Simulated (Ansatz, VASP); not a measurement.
## One calculation of WSe2, two programs

INCAR

```
SYSTEM = WSe2
  PREC = Accurate
  ENCUT = 520
  EDIFF = 1E-6
  ISMEAR = -1
  SIGMA = 0.02
  LREAL = .FALSE.
  LASPH = .TRUE.
  NELM = 100
  ALGO = Normal
  ISIF = 2
  LWAVE = .FALSE.
  LCHARG = .FALSE.
  GGA = PE
  NBANDS = 35
```

Contents of KPOINTS:

```
Automatic mesh
0
G
  12 12 2
  0 0 0
```

File POSCAR:

```
WSe2
1.0
    3.3656607951      0.0000000000      0.0000000000
   -1.6828303975      2.9147477491      0.0000000000
    0.0000000000      0.0000000000     13.4116749259
W Se
2 4
Direct
    0.3333333333      0.6666666667      0.2500000000
    0.6666666667      0.3333333333      0.7500000000
    0.6666666667      0.3333333333      0.3726634807
    0.6666666667      0.3333333333      0.1273365193
    0.3333333333      0.6666666667      0.8726634807
    0.3333333333      0.6666666667      0.6273365193
```

Input for Ansatz:

```yaml
crystal:
  lattice:
    - [3.3656607951, 0.0, 0.0]
    - [-1.6828303975, 2.9147477491, 0.0]
    - [0.0, 0.0, 13.4116749259]
  atoms:
    - { symbol: W, position: [0.3333333333, 0.6666666667, 0.25] }
    - { symbol: W, position: [0.6666666667, 0.3333333333, 0.75] }
    - { symbol: Se, position: [0.6666666667, 0.3333333333, 0.3726634807] }
    - { symbol: Se, position: [0.6666666667, 0.3333333333, 0.1273365193] }
    - { symbol: Se, position: [0.3333333333, 0.6666666667, 0.8726634807] }
    - { symbol: Se, position: [0.3333333333, 0.6666666667, 0.6273365193] }
kpoints:
  mp_grid: { grid: [12, 12, 2] }
  band_path:
    path:
      - [0.0, 0.0, 0.0]
      - [0.5, 0.0, 0.0]
      - [0.3333333333, 0.3333333333, 0.0]
      - [0.0, 0.0, 0.5]
      - [0.5, 0.0, 0.5]
      - [0.3333333333, 0.3333333333, 0.5]
    npoints: 1
hamiltonian:
  xc: pbe
scf:
  occupations: { method: fermi_dirac, width: 0.02 }
  n_extra_bands: 5
output:
  forces: true
  stress: true
  eigenvalues: true
```

Change from the starting cell: hydrostatic strain +2.0%.

Alike in both runs: task single point; functional PBE; k mesh 12 × 12 × 2; occupations fermi-dirac, width 0.02 eV; no spin polarisation.

|  | VASP | Ansatz |
| --- | --- | --- |
| version | VASP 6.6.1 | Ansatz 0.2.0 |
| potentials or method | VASP PAW PBE potentials, release 64 (W_sv, Se) | plane waves, PAW |
| plane-wave cutoff (eV) | 520 | 420 |
| valence electrons in the cell | 52 | 92 |

Ansatz gave:

```
gap on the k mesh at the Fermi level (eV)                     : 0.99
pressure (GPa)                                                : -0.1
traceless stress, the component that is largest in VASP (GPa) : 3.16
rms of the force components (eV/Å)                            : 0.116
```

What did VASP give for the same quantities?

gap on the k mesh at the Fermi level (eV): 0.98; pressure (GPa): 0.1; traceless stress, the component that is largest in VASP (GPa): 3.22; rms of the force components (eV/Å): 0.137.

Atom by atom the forces differ by 0.021 eV/Å (rms over components). VASP's potentials hold 52 valence electrons a cell and Ansatz's 92, so a difference there can come from the potentials and not from the codes.

Spin-orbit coupling is off throughout.
